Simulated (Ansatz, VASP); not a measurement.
H in VASP and in Ansatz

```
H
1.0
     9.00000    0.00000    0.00000
     0.00000    9.50000    0.00000
     0.00000    0.00000   10.00000
H
2
Direct
  0.50000 0.50000 0.46174
  0.50000 0.50000 0.53826
```

Alike in both runs: functional LDA; k mesh 1 × 1 × 1; occupations fermi-dirac, width 0.05 eV; no spin polarisation.

Ansatz relaxed the structure, and its values are those at the end. VASP's run is a single point on that final structure, the one shown.

```csv
,VASP,Ansatz
version,VASP 6.6.1,Ansatz 0.2.0
potentials or method,"VASP PAW LDA potentials, release 64 (H), cutoff 400 eV","plane waves, PAW"
valence electrons in the cell,2,2
```

|  | VASP | Ansatz | Ansatz less VASP |
| --- | --- | --- | --- |
| rms of the force components (eV/Å) | 0.025 | 0.001 | -0.0240 |

LDA's correlation is that of Perdew and Zunger in VASP and of Perdew and Wang (1992) in Ansatz. Ansatz's warnings: force scf threshold loose, stress scf threshold loose.
